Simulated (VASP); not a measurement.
# Cu (P-1) in VASP: further runs, part 2 of 2

VASP 6.6.1.

### Step 3. Single point, PBEsol-based screened hybrid with 25 % exact exchange

Contents of POSCAR:

```
Cu
1.0
   -0.0044255800      1.7884307700      1.8385346600
    1.8229069400     -0.0174867600      1.8515958300
    1.7828182100      1.7614032200      0.0226019700
Cu
1
Direct
    0.0000000000      0.0000000000      0.0000000000
```

Contents of INCAR.step1:

```
SYSTEM = Cu
PREC = Accurate
ENCUT = 520
EDIFF = 1E-5
ISMEAR = -1
SIGMA = 0.05
LREAL = .False.
LASPH = .True.
NELM = 60
ALGO = Normal
ISIF = 2
LWAVE = .True.
LCHARG = .False.
NBANDS = 12
GGA = PE
```

Contents of INCAR.step2:

```
SYSTEM = Cu
PREC = Accurate
ENCUT = 520
EDIFF = 1E-7
ISMEAR = -1
SIGMA = 0.05
LREAL = .False.
LASPH = .True.
NELM = 60
ALGO = Normal
ISIF = 2
LWAVE = .False.
LCHARG = .False.
GGA = PS
LHFCALC = .True.
AEXX = 0.25
HFSCREEN = 0.207
PRECFOCK = Normal
NBANDS = 12
ISTART = 1
```

Contents of KPOINTS:

```
regular mesh
0
Gamma
  7 6 7
  0 0 0
```

Potentials or basis: VASP PAW PBE potentials, release 64 (Cu).

On the command line:

```sh
$ cat potpaw_PBE.64/Cu/POTCAR > POTCAR
$ cp INCAR.step1 INCAR
$ mpirun -np 1 vasp_std > vasp.out
$ cp INCAR.step2 INCAR
$ mpirun -np 1 vasp_std > vasp.out
```

OUTCAR:

```text
SYSTEM = Cu
   PREC = Accurate
   ENCUT = 520
   EDIFF = 1E-7
   ISMEAR = -1
   LREAL = .False.
   LASPH = .True.
   NELM = 60
   ISIF = 2
   GGA = PS
   LHFCALC = .True.
   AEXX = 0.25
   HFSCREEN = 0.207
   PRECFOCK = Normal
   ISTART = 1

 ion  position               nearest neighbor table
   1  0.000  0.000  0.000-

  LATTYP: Found a triclinic cell.
 ALAT       =     2.5480546281
 B/A-ratio  =     1.0082882629
 C/A-ratio  =     0.9836094730
 COS(alpha) =     0.0119811773
 COS(beta)  =     0.4850611349
 COS(gamma) =     0.5027164128

  Lattice vectors:

 A1 = (  -1.7872437900,   0.0270275500,   1.8159326900)
 A2 = (  -1.8273325200,   1.8059175300,  -0.0130611700)
 A3 = (  -1.7828182100,  -1.7614032200,  -0.0226019700)

Analysis of symmetry for initial positions (statically):
=====================================================================
 Subroutine PRICEL returns:
 Original cell was already a primitive cell.

 Routine SETGRP: Setting up the symmetry group for a
 triclinic supercell.

 Subroutine GETGRP returns: Found  2 space group operations
 (whereof  2 operations were pure point group operations)
 out of a pool of  2 trial point group operations.

The static configuration has the point symmetry S_2 .

Analysis of symmetry for dynamics (positions and initial velocities):
=====================================================================
 Subroutine PRICEL returns:
 Original cell was already a primitive cell.

 Routine SETGRP: Setting up the symmetry group for a
 triclinic supercell.

 Subroutine GETGRP returns: Found  2 space group operations
 (whereof  2 operations were pure point group operations)
 out of a pool of  2 trial point group operations.

The dynamic configuration has the point symmetry S_2 .

 Subroutine INISYM returns: Found  2 space group operations
 (whereof  2 operations are pure point group operations),
 and found     1 'primitive' translations

----------------------------------------------------------------------------------------

                                     Primitive cell

  volume of cell :      11.8051

  direct lattice vectors                    reciprocal lattice vectors
    -0.004425580  1.788430770  1.838534660    -0.276304818  0.276140091  0.274631622
     1.822906940 -0.017486760  1.851595830     0.270898396 -0.277666181  0.270751286
     1.782818210  1.761403220  0.022601970     0.283233940  0.284595303 -0.276157710

  length of vectors
     2.564900369  2.598403859  2.506290670     0.477514638  0.473065226  0.487318204

  position of ions in fractional coordinates (direct lattice)
     0.000000000  0.000000000  0.000000000

  ion indices of the primitive-cell ions
   primitive index   ion index
                 1           1

----------------------------------------------------------------------------------------

 KPOINTS: regular mesh

Automatic generation of k-mesh.
 Grid dimensions read from file:
[... 48 lines left out ...]
   number of dos      NEDOS =    301   number of ions     NIONS =      1
   total plane-waves  NPLWV =   8000
   dimension x,y,z NGX =    20 NGY =   20 NGZ =   20
   dimension x,y,z NGXF=    40 NGYF=   40 NGZF=   40
   ions per type =               1
   NGX,Y,Z   is equivalent  to a cutoff of  12.96, 12.80, 13.27 a.u.
   NGXF,Y,Z  is equivalent  to a cutoff of  25.93, 25.59, 26.53 a.u.
 SYSTEM =  Cu
   PREC   = accura    normal or accurate (medium, high low for compatibility)
   ISTART =      1    job   : 0-new  1-cont  2-samecut
   ICHARG =      0    charge: 1-file 2-atom 10-const
   ISPIN  =      1    spin polarized calculation?
   LNONCOLLINEAR =      F non collinear calculations
   LSORBIT =      F    spin-orbit coupling
   LASPH  =      T    aspherical Exc in radial PAW
   ENCUT  =  520.0 eV  38.22 Ry    6.18 a.u.   4.77  4.83  4.66*2*pi/ulx,y,z
   NELM   =     60;   NELMIN=  2; NELMDL=  0     # of ELM steps
   EDIFF  = 0.1E-06   stopping-criterion for ELM
   LREAL  =      F    real-space projection
   EDIFFG = 0.1E-05   stopping-criterion for IOM
   NSW    =      0    number of steps for IOM
   IBRION =     -1    ionic relax: 0-MD 1-quasi-New 2-CG
   NFREE  =      0    steps in history (QN), initial steepest desc. (CG)
   ISIF   =      2    stress and relaxation
   ISYM   =      3    0-nonsym 1-usesym 2-fastsym
   POTIM  = 0.5000    time-step for ionic-motion
   TEBEG  =    0.0;   TEEND  =   0.0 temperature during run
   PSTRESS=    0.0 pullay stress
   NELECT =      11.0000    total number of electrons
   NUPDOWN=      -1.0000    fix difference up-down
   EMIN   =  10.00;   EMAX   =-10.00  energy-range for DOS
   EFERMI =   0.00;   METHOD = LEGACY
   ISMEAR =    -1;   SIGMA  =   0.05  broadening in eV -4-tet -1-fermi 0-gaus
   EFERMI_NEDOS =   21; number of points for ismear=-14 and -15
   IALGO  =     38    algorithm
   IMIX   =      1    mixing-type and parameters
     AMIX     =   0.40;   BMIX     =  1.00
     AMIX_MAG =   1.60;   BMIX_MAG =  1.00
  volume/ion in A,a.u.               =      11.81        79.66
  Fermi-wavevector in a.u.,A,eV,Ry     =   1.599003  3.021678 34.787530  2.556811
  Thomas-Fermi vector in A             =   2.696364
   LORBIT       =      0    0 simple, 1 ext, 2 COOP (PROOUT), +10 PAW based schemes
   GGA     = PS    functional components
   LHFCALC =     T    Hartree Fock is set to
   PRECFOCK=normal    Normal, Fast or Accurate (Low or Medium for compatibility)
   ENCUT4O =  -1.0   cutoff for four orbital integrals eV
   NKREDX  =     1    reduce k-point grid by
   NKREDY  =     1    reduce k-point grid by
   NKREDZ  =     1    reduce k-point grid by
   AEXX    =    0.2500 exact exchange contribution
   HFSCREEN=    0.2070 screening length (either q_TF or 0.3 A-1)
   HFSCREENC=   0.2070 screening length for correlation (either q_TF or 0.3 A-1)
   ENCUTFOCK=  -1.0 apply spherical cutoff to Coloumb kernel
   IVDW    =     0    specifies the selected vdW correction
   LEPSILON=     F    determine dielectric tensor
   LRPA    =     F    only Hartree local field effects (RPA)
 non-spin polarized calculation
  energy-cutoff  :      520.00
  volume of cell :       11.81
 maximum number of plane-waves:       325
  NGX = 16; NGY = 16; NGZ = 14

 number of electron      11.0000001 magnetization

 Free energy of the ion-electron system (eV)
  ---------------------------------------------------
  ext. energy  EPLUGINS =         0.00000000
  ---------------------------------------------------
  free energy    TOTEN  =        -4.06837631 eV

  energy without entropy =       -4.06706026  energy(sigma->0) =       -4.06771829

 E-fermi :   6.8469     XC(G=0): -10.4468

 val. band max:        6.8324758807   @ k =   0.4286   0.5000   0.2857
 cond. band min:       6.9269758312   @ k =   0.2857   0.5000   0.4286
 fundamental gap:      0.0944999505
 Fermi energy:         6.8469200738

 k-point     1 :       0.0000    0.0000    0.0000
  band No.  band energies     occupation
      1      -3.1710      2.00000
      2       2.6488      2.00000
      3       2.7281      2.00000
      4       2.8716      2.00000
      5       3.5227      2.00000
      6       3.6415      2.00000
      7      30.9051      0.00000
      8      33.3257      0.00000
      9      33.8522      0.00000
     10      34.9364      0.00000
     11      35.9997      0.00000
     12      36.5416      0.00000
[... 331 lines left out ...]
 k-point    24 :       0.1429    0.0000    0.1429
  band No.  band energies     occupation
      1      -2.0500      2.00000
      2       2.4995      2.00000
      3       2.9301      2.00000
      4       3.0436      2.00000
      5       3.3901      2.00000
      6       3.6609      2.00000
      7      28.5564      0.00000
      8      29.0157      0.00000
      9      29.6901      0.00000
     10      31.2274      0.00000
     11      36.7777      0.00000
     12      40.4739      0.00000

 [... further k-points ...]

------------------------ aborting loop because EDIFF is reached ----------------------------------------

  FORCE on cell =-STRESS in cart. coord.  units (eV):
  Direction    XX          YY          ZZ          XY          YZ          ZX
  --------------------------------------------------------------------------------------
  -------------------------------------------------------------------------------------
  Total       -0.2185246     -0.1291917     -0.3446622      0.1471075     -0.1033435     -0.0093124
  in kB      -29.6579928    -17.5337971    -46.7772904     19.9653206    -14.0256954     -1.2638691
  external PRESSURE =     -31.3230268 kB  Pullay stress =       0.0000000 kB

 VOLUME and BASIS-vectors are now :
 -----------------------------------------------------------------------------
  energy-cutoff  :      520.00
  volume of cell :       11.81
      direct lattice vectors                 reciprocal lattice vectors
    -0.004425580  1.788430770  1.838534660    -0.276304818  0.276140091  0.274631622
     1.822906940 -0.017486760  1.851595830     0.270898396 -0.277666181  0.270751286
     1.782818210  1.761403220  0.022601970     0.283233940  0.284595303 -0.276157710

 POSITION                                       TOTAL-FORCE (eV/Angst)
 -----------------------------------------------------------------------------------
      0.00000      0.00000      0.00000        -0.000000      0.000000      0.000000
 -----------------------------------------------------------------------------------
    total drift:                               -0.000014      0.000004     -0.000009

  FREE ENERGIE OF THE ION-ELECTRON SYSTEM (eV)
  ---------------------------------------------------
  free  energy   TOTEN  =        -4.0683763144 eV

  energy  without entropy=       -4.0670602637  energy(sigma->0) =       -4.06771829
```

OUTCAR.step1:

```text
SYSTEM = Cu
   PREC = Accurate
   ENCUT = 520
   EDIFF = 1E-5
   ISMEAR = -1
   LREAL = .False.
[... 582 lines left out ...]
 -----------------------------------------------------------------------------------
      0.00000      0.00000      0.00000         0.000000      0.000000      0.000000
 -----------------------------------------------------------------------------------
    total drift:                               -0.000000     -0.000000     -0.000000

  FREE ENERGIE OF THE ION-ELECTRON SYSTEM (eV)
  ---------------------------------------------------
  free  energy   TOTEN  =        -3.7341513728 eV

  energy  without entropy=       -3.7321237148  energy(sigma->0) =       -3.73313754
```

It took 2.1 h on 1 thread of Oxide Virtual Turin-like, shared host; peak memory 0.21 GiB.

Results:

```
Free energy            : -4.0684 eV
Pressure               : -3.1 GPa
Band gap on the k mesh : zero (an odd number of electrons rules out a gap without spin polarisation)
```

Stress tensor (GPa, compression positive):
```
-2.97  2.00 -0.13
 2.00 -1.75 -1.40
-0.13 -1.40 -4.68
```

Caveat: the k points lie up to 0.50 Å⁻¹ apart, too coarse for converged energies and pressures of a metal; the PAW data sets were made with another functional, which shifts forces and pressure a little.

The gap in the log of VASP goes by the Fermi energy; the results here count the filled bands.